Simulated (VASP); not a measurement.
## AlFe: single point with PBEsol

The system is AlFe.

```xyz
2
Lattice="2.9100 0.0000 0.0000 0.0000 2.9100 0.0000 0.0000 0.0000 2.9100" Properties=species:S:1:pos:R:3 pbc="T T T"
Al    0.0000    0.0000    0.0000
Fe    1.4550    1.4550    1.4550
```

- Program: VASP 6.6.1
- Task: single point
- Functional: PBEsol
- Potentials or basis: VASP PAW PBE potentials, release 64 (Al, Fe)
- Cutoff: 520 eV
- k mesh: 9 × 9 × 9
- Occupations: fermi-dirac, width 0.15 eV
- Spin: collinear spin, ferromagnetic start
- Starting moments: [0.0, 2.4] μB

```
Pressure                                              : -10.4 GPa
Net moment                                            : 0.66 μB per cell
Site moments                                          : Al -0.02; Fe +0.70 μB
Valence electrons inside the program's atomic spheres : Al 0.81; Fe 7.36
```

Levels at points of the mesh, in eV from the Fermi level:
Spin up:
| k point | band 2 | band 3 | band 4 | band 5 | band 6 | band 7 | band 8 | band 9 | band 10 | band 11 |
| --- | --- | --- | --- | --- | --- | --- | --- | --- | --- | --- |
| (0.00, 0.00, 0.00) | -2.47 | -2.47 | -0.40 | -0.40 | -0.40 | 6.08 | 6.08 | 6.08 | 9.07 | 9.07 |
Spin down:
```
           k point  band 2  band 3  band 4  band 5  band 6  band 7  band 8  band 9
(0.00, 0.00, 0.00)   -2.09   -2.09    0.36    0.36    0.36    6.11    6.11    6.11
```

It took 14 s on 1 thread of AMD EPYC 9R45 96-Core Processor (Zen 5), on a shared host, peak memory 0.13 GiB.

Caveat: the PAW data sets were made with another functional, which shifts forces and pressure a little.
